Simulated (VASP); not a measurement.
# Al12NO in VASP: further runs

Al12NO is run at these levels: PBE; tasks: single point.

All numbers are computed with VASP 6.6.1; they aren't measurements. Logs are shortened: lines on timing, memory, paths and dates and some standing lists are left out, and cuts for length are marked.

## (1) The cell of the first run

The cell holds a slab with vacuum, 14 atoms: a = 5.714 Å, b = 5.714 Å, c = 22.175 Å, α = 90.00°, β = 90.00°, γ = 90.00°.

## (2) Single point, PBE, collinear spin, ferromagnetic start

Input file INCAR:

```
  PREC = Accurate
  ENCUT = 520
  EDIFF = 1E-7
  ISMEAR = 0
  SIGMA = 0.1
  LREAL = False
  LASPH = True
  NELM = 150
  ALGO = Normal
  ISIF = 2
  LWAVE = False
  LCHARG = False
  ISPIN = 2
  MAGMOM = 0 0 0 0 0 0 0 0 0 0 0 0 1 0
  LORBIT = 11
  LDIPOL = True
  IDIPOL = 3
  DIPOL = 0.5 0.5 0.293
  GGA = PE
  NBANDS = 40
```

Input file KPOINTS:

```
Automatic mesh
0
Gamma
  5 5 1
```

Input file POSCAR:

```
Al12NO
1.0
    5.7143028096      0.0000000000      0.0000000000
    0.0000000000      5.7143028096      0.0000000000
    0.0000000000      0.0000000000     22.1750227966
Al N O
12 1 1
Direct
    0.2500000000      0.2500000000      0.1803831291
    0.2500000000      0.7500000000      0.1803831291
    0.7500000000      0.2500000000      0.1803831291
    0.7500000000      0.7500000000      0.1803831291
    0.0000000000      0.0000000000      0.2744094953
    0.0000000000      0.5000000000      0.2744094953
    0.5000000000      0.0000000000      0.2744094953
    0.5000000000      0.5000000000      0.2744094953
    0.2500000000      0.2500000000      0.3686590481
    0.2500000000      0.7500000000      0.3686590481
    0.7500000000      0.2500000000      0.3686590481
    0.7500000000      0.7500000000      0.3686590481
    0.2322508010      0.5000000000      0.4047356740
    0.7677491990      0.5000000000      0.4047356740
```

Potentials or basis: VASP PAW PBE potentials, release 64 (Al, N, O).

Started as:

```bash
$ cat potpaw_PBE.64/Al/POTCAR potpaw_PBE.64/N/POTCAR potpaw_PBE.64/O/POTCAR > POTCAR
$ mpirun -np 1 vasp_std > vasp.out
```

OUTCAR:

```text
PREC = Accurate
   ENCUT = 520
   EDIFF = 1E-7
   ISMEAR = 0
   LREAL = False
   LASPH = True
   NELM = 150
   ISIF = 2
   ISPIN = 2
   LORBIT = 11
   GGA = PE

 ion  position               nearest neighbor table
   1  0.250  0.250  0.180-   2 2.86   3 2.86   2 2.86   3 2.86   7 2.90   8 2.90   5 2.90   6 2.90

   2  0.250  0.750  0.180-   1 2.86   4 2.86   1 2.86   4 2.86   7 2.90   8 2.90   5 2.90   6 2.90

   3  0.750  0.250  0.180-   1 2.86   4 2.86   4 2.86   1 2.86   7 2.90   8 2.90   5 2.90   6 2.90
[... 4 lines left out ...]
                            11 2.91  12 2.91   9 2.91  10 2.91
   6  0.000  0.500  0.274-   5 2.86   8 2.86   5 2.86   8 2.86   1 2.90   2 2.90   3 2.90   4 2.90
                            11 2.91  12 2.91   9 2.91  10 2.91
   7  0.500  0.000  0.274-   5 2.86   8 2.86   8 2.86   5 2.86   1 2.90   2 2.90   3 2.90   4 2.90
                            11 2.91  12 2.91   9 2.91  10 2.91
   8  0.500  0.500  0.274-   6 2.86   7 2.86   7 2.86   6 2.86   1 2.90   2 2.90   3 2.90   4 2.90
                            11 2.91  12 2.91   9 2.91  10 2.91
   9  0.250  0.250  0.369-  13 1.64  11 2.86  10 2.86  10 2.86  11 2.86   6 2.91   7 2.91   8 2.91
                             5 2.91
  10  0.250  0.750  0.369-  13 1.64  12 2.86   9 2.86   9 2.86  12 2.86   6 2.91   7 2.91   8 2.91
                             5 2.91
  11  0.750  0.250  0.369-  14 1.64  12 2.86   9 2.86  12 2.86   9 2.86   6 2.91   7 2.91   8 2.91
                             5 2.91
  12  0.750  0.750  0.369-  14 1.64  11 2.86  10 2.86  11 2.86  10 2.86   6 2.91   7 2.91   8 2.91
                             5 2.91
  13  0.232  0.500  0.405-   9 1.64  10 1.64
  14  0.768  0.500  0.405-  11 1.64  12 1.64

  LATTYP: Found a simple tetragonal cell.
 ALAT       =     5.7143028096
 C/A-ratio  =     3.8806173798

  Lattice vectors:

 A1 = (   5.7143028096,   0.0000000000,   0.0000000000)
 A2 = (   0.0000000000,   5.7143028096,   0.0000000000)
 A3 = (   0.0000000000,   0.0000000000,  22.1750227966)

Analysis of symmetry for initial positions (statically):
=====================================================================
 Subroutine PRICEL returns:
 Original cell was already a primitive cell.

 Routine SETGRP: Setting up the symmetry group for a
 simple tetragonal supercell.

 Subroutine GETGRP returns: Found  2 space group operations
 (whereof  2 operations were pure point group operations)
 out of a pool of 16 trial point group operations.

The static configuration has the point symmetry C_1h.

Analysis of symmetry for dynamics (positions and initial velocities):
=====================================================================
 Subroutine PRICEL returns:
 Original cell was already a primitive cell.

 Routine SETGRP: Setting up the symmetry group for a
 simple tetragonal supercell.

 Subroutine GETGRP returns: Found  2 space group operations
 (whereof  2 operations were pure point group operations)
 out of a pool of 16 trial point group operations.

The dynamic configuration has the point symmetry C_1h.

Analysis of structural, dynamic, and magnetic symmetry:
=====================================================================
 Subroutine PRICEL returns:
 Original cell was already a primitive cell.

 Routine SETGRP: Setting up the symmetry group for a
 simple tetragonal supercell.

 Subroutine GETGRP returns: Found  2 space group operations
 (whereof  2 operations were pure point group operations)
 out of a pool of 16 trial point group operations.

The overall configuration has the point symmetry C_1h.

 Subroutine INISYM returns: Found  2 space group operations
 (whereof  2 operations are pure point group operations),
 and found     1 'primitive' translations

----------------------------------------------------------------------------------------

                                     Primitive cell

  volume of cell :     724.0867

  direct lattice vectors                    reciprocal lattice vectors
     5.714302810  0.000000000  0.000000000     0.174999476  0.000000000  0.000000000
[... 102 lines left out ...]
   POTIM  = 0.5000    time-step for ionic-motion
   TEBEG  =    0.0;   TEEND  =   0.0 temperature during run
   PSTRESS=    0.0 pullay stress
   NELECT =      47.0000    total number of electrons
   NUPDOWN=      -1.0000    fix difference up-down
   EMIN   =  10.00;   EMAX   =-10.00  energy-range for DOS
   EFERMI =   0.00;   METHOD = LEGACY
   ISMEAR =     0;   SIGMA  =   0.10  broadening in eV -4-tet -1-fermi 0-gaus
   EFERMI_NEDOS =   21; number of points for ismear=-14 and -15
   IALGO  =     38    algorithm
   IMIX   =      4    mixing-type and parameters
     AMIX     =   0.40;   BMIX     =  1.00
     AMIX_MAG =   1.60;   BMIX_MAG =  1.00
  volume/ion in A,a.u.               =      51.72       349.03
  Fermi-wavevector in a.u.,A,eV,Ry     =   0.657926  1.243300  5.889514  0.432867
  Thomas-Fermi vector in A             =   1.729587
   LORBIT       =     11    0 simple, 1 ext, 2 COOP (PROOUT), +10 PAW based schemes
   GGA     = PE    functional components
   LHFCALC =     F    Hartree Fock is set to
   AEXX    =    0.0000 exact exchange contribution
   IVDW    =     0    specifies the selected vdW correction
   LEPSILON=     F    determine dielectric tensor
   LRPA    =     F    only Hartree local field effects (RPA)
 spin polarized calculation
 Gauss-broadening in eV      SIGMA  =   0.10
  energy-cutoff  :      520.00
  volume of cell :      724.09
 maximum number of plane-waves:     19529
   NGX = 21   NGY = 21   NGZ = 83

 dipolmoment           0.000000      0.000000     -0.226423 electrons x Angstroem

 number of electron      46.9999997 magnetization       0.0000127

 dipolmoment           0.000000      0.000000      0.172604 electrons x Angstroem

 Free energy of the ion-electron system (eV)
  ---------------------------------------------------
  ext. energy  EPLUGINS =         0.00000000
  ---------------------------------------------------
  free energy    TOTEN  =       -56.07090184 eV

  energy without entropy =      -56.04830657  energy(sigma->0) =      -56.05960421

 E-fermi :  -1.2332     XC(G=0):  -3.8184

 val. band max:       -1.2501600260   @ k =   0.0000   0.2000   0.0000
 cond. band min:      -1.1998619670   @ k =   0.4000   0.0000   0.0000
 fundamental gap:      0.0502980589
 Fermi energy:        -1.2331520584

 spin component 1

 k-point     1 :       0.0000    0.0000    0.0000
  band No.  band energies     occupation
      1     -20.1763      1.00000
      2     -15.1116      1.00000
      3     -11.0767      1.00000
      4      -8.6559      1.00000
      5      -7.8378      1.00000
      6      -7.0820      1.00000
[... 331 lines left out ...]
     34       1.7415      0.00000
     35       2.0441      0.00000
 Fermi energy:        -1.2331520584

 spin component 2

 k-point     1 :       0.0000    0.0000    0.0000
  band No.  band energies     occupation
      1     -20.1763      1.00000
      2     -15.1116      1.00000
      3     -11.0767      1.00000
      4      -8.6559      1.00000
      5      -7.8378      1.00000
      6      -7.0820      1.00000
[... 331 lines left out ...]
     34       1.7415      0.00000
     35       2.0441      0.00000
 [bands above 35 left out]

------------------------ aborting loop because EDIFF is reached ----------------------------------------

 vacuum level on the upper side and lower side of the slab       (xc-potential included)         0.461        -0.473

  FORCE on cell =-STRESS in cart. coord.  units (eV):
  Direction    XX          YY          ZZ          XY          YZ          ZX
  --------------------------------------------------------------------------------------
  -------------------------------------------------------------------------------------
  Total        0.4719478      6.8801195      6.0883745      0.0000000      0.0000000     -0.2966264
  in kB        1.0442728     15.2235518     13.4716677      0.0000000      0.0000000     -0.6563415
  external PRESSURE =       9.9131641 kB  Pullay stress =       0.0000000 kB

 VOLUME and BASIS-vectors are now :
 -----------------------------------------------------------------------------
  energy-cutoff  :      520.00
  volume of cell :      724.09
      direct lattice vectors                 reciprocal lattice vectors
     5.714302810  0.000000000  0.000000000     0.174999476  0.000000000  0.000000000
     0.000000000  5.714302810  0.000000000     0.000000000  0.174999476  0.000000000
     0.000000000  0.000000000 22.175022797     0.000000000  0.000000000  0.045095782

 POSITION                                       TOTAL-FORCE (eV/Angst)
 -----------------------------------------------------------------------------------
      1.42858      1.42858      4.00000         0.032001     -0.051543      0.076265
      1.42858      4.28573      4.00000         0.032001      0.051543      0.076265
      4.28573      1.42858      4.00000        -0.032879     -0.019441     -0.086268
      4.28573      4.28573      4.00000        -0.032879      0.019441     -0.086268
      0.00000      0.00000      6.08504        -0.037165      0.000000      0.209559
      0.00000      2.85715      6.08504        -0.119976      0.000000     -0.466589
      2.85715      0.00000      6.08504         0.030928      0.000000      0.134522
      2.85715      2.85715      6.08504         0.151705      0.000000     -0.464374
      1.42858      1.42858      8.17502         0.359419     -3.970562     -1.732364
      1.42858      4.28573      8.17502         0.359419      3.970562     -1.732364
      4.28573      1.42858      8.17502        -0.214669     -2.525244     -0.976818
      4.28573      4.28573      8.17502        -0.214669      2.525244     -0.976818
      1.32715      2.85715      8.97502        -0.028508      0.000000      3.409421
      4.38715      2.85715      8.97502        -0.284727      0.000000      2.615832
 -----------------------------------------------------------------------------------
    total drift:                                0.000020     -0.000000     -0.000122

  FREE ENERGIE OF THE ION-ELECTRON SYSTEM (eV)
  ---------------------------------------------------
  free  energy   TOTEN  =       -56.0709018427 eV

  energy  without entropy=      -56.0483065694  energy(sigma->0) =      -56.05960421

 vacuum level on the upper side and lower side of the slab         4.145         3.176

 total charge

# of ion       s       p       d       tot
------------------------------------------
    1        0.470   0.286   0.000   0.755
    2        0.470   0.286   0.000   0.755
    3        0.463   0.293   0.000   0.756
    4        0.463   0.293   0.000   0.756
    5        0.429   0.322   0.000   0.750
    6        0.440   0.326   0.000   0.765
    7        0.432   0.319   0.000   0.750
    8        0.439   0.328   0.000   0.767
    9        0.438   0.429   0.000   0.867
   10        0.438   0.429   0.000   0.867
   11        0.423   0.384   0.000   0.807
   12        0.423   0.384   0.000   0.807
   13        1.299   2.510   0.000   3.809
   14        1.582   3.598   0.000   5.180
--------------------------------------------------
tot          8.208  10.187   0.000  18.395

 magnetization (x)

# of ion       s       p       d       tot
------------------------------------------
    1       -0.000   0.000   0.000  -0.000
    2       -0.000   0.000   0.000  -0.000
    3       -0.000   0.000   0.000  -0.000
    4       -0.000   0.000   0.000  -0.000
    5        0.000   0.000   0.000   0.000
    6       -0.000   0.000   0.000  -0.000
    7        0.000   0.000   0.000   0.000
    8       -0.000   0.000   0.000  -0.000
    9        0.000   0.000   0.000   0.000
   10        0.000   0.000   0.000   0.000
   11        0.000   0.000   0.000   0.000
   12        0.000   0.000   0.000   0.000
   13        0.000  -0.000   0.000   0.000
   14        0.000   0.000   0.000   0.000
--------------------------------------------------
tot          0.000   0.000   0.000   0.000
```

Wall time 31 min (1 thread of Oxide Virtual Turin-like, shared host); peak memory 1 GiB.

Results:

```
Free energy                                           : -56.0709 eV
Largest force                                         : 4.347 eV/Å
Net moment                                            : 0.00 μB per cell
Valence electrons inside the program's atomic spheres : Al 0.76, 0.75, 0.77, 0.87, 0.81 (each value once); N 3.81; O 5.18
```

Forces in eV/Å, atoms in the order of the input:
```
Al   0.032 -0.052  0.076
Al   0.032  0.052  0.076
Al  -0.033 -0.019 -0.086
Al  -0.033  0.019 -0.086
Al  -0.037  0.000  0.210
Al  -0.120  0.000 -0.467
Al   0.031  0.000  0.135
Al   0.152  0.000 -0.464
Al   0.359 -3.971 -1.732
Al   0.359  3.971 -1.732
Al  -0.215 -2.525 -0.977
Al  -0.215  2.525 -0.977
N   -0.029  0.000  3.409
O   -0.285  0.000  2.616
```

## (3) Single point, PBE, collinear spin, ferromagnetic start

Input file INCAR:

```
ALGO = Normal ; DIPOL = 0.5 0.5 0.307
EDIFF = 1E-6 ; ENCUT = 520
GGA = PE ; IDIPOL = 3
ISIF = 2 ; ISMEAR = 0
ISPIN = 2 ; LASPH = True
LCHARG = False ; LDIPOL = True
LORBIT = 11 ; LREAL = False
LWAVE = False ; MAGMOM = 0 0 0 0 0 0 0 0 0 0 0 0 1 0
NBANDS = 40 ; NELM = 150
PREC = Accurate ; SIGMA = 0.1
```

Input file KPOINTS:

```
k-points
0
Gamma
  5 5 1
```

Changes to POSCAR since step 2:

```diff
@@ -20,3 +20,3 @@
     0.7500000000      0.7500000000      0.3686590481
-    0.2322508010      0.5000000000      0.4047356740
-    0.7677491990      0.5000000000      0.4047356740
+    0.3837128479      0.5000000000      0.5039463950
+    0.6162871521      0.5000000000      0.5039463950
```

Potentials or basis: VASP PAW PBE potentials, release 64 (Al, N, O).

Started as:

```bash
$ cat potpaw_PBE.64/Al/POTCAR potpaw_PBE.64/N/POTCAR potpaw_PBE.64/O/POTCAR > POTCAR
$ mpirun -np 1 vasp_std > vasp.out
```

It took 15 min on 1 thread of Oxide Virtual Turin-like, shared host; peak memory 1 GiB.

Results (log left out):

| Property | Result |
| --- | --- |
| Free energy | -53.0360 eV |
| Largest force | 7.330 eV/Å |
| Band gap on the k mesh | zero (filled and empty bands overlap) |
| Net moment | 1.01 μB per cell |
| Site moments | Al -0.00, -0.01 (each value once); N +0.55; O +0.27 μB |
| Valence electrons inside the program's atomic spheres | Al 0.76, 0.75 (each value once); N 3.45; O 4.86 |

Forces on the atoms (eV/Å):
```
Al  -0.006  0.006  0.032
Al  -0.006 -0.006  0.032
Al   0.005 -0.001  0.018
Al   0.005  0.001  0.018
Al  -0.005  0.000  0.007
Al   0.022  0.000  0.025
Al   0.008  0.000 -0.017
Al  -0.011  0.000  0.011
Al   0.009  0.012  0.101
Al   0.009 -0.012  0.101
Al   0.014 -0.035  0.014
Al   0.014  0.035  0.014
N    7.275  0.000 -0.332
O   -7.330  0.000 -0.024
```

Levels at points of the mesh, in eV from the Fermi level:
Spin up:
| k point | band 20 | band 21 | band 22 | band 23 | band 24 | band 25 | band 26 | band 27 | band 28 | band 29 |
| --- | --- | --- | --- | --- | --- | --- | --- | --- | --- | --- |
| (0.00, 0.00, 0.00) | -0.85 | -0.74 | -0.70 | -0.35 | -0.08 | -0.04 | 0.03 | 0.04 | 0.05 | 0.22 |
Spin down:
| k point | band 19 | band 20 | band 21 | band 22 | band 23 | band 24 | band 25 | band 26 | band 27 | band 28 |
| --- | --- | --- | --- | --- | --- | --- | --- | --- | --- | --- |
| (0.00, 0.00, 0.00) | -1.62 | -0.80 | -0.75 | -0.70 | -0.36 | 0.01 | 0.01 | 0.03 | 0.05 | 1.12 |

(Part 1 of 2 ends here.)
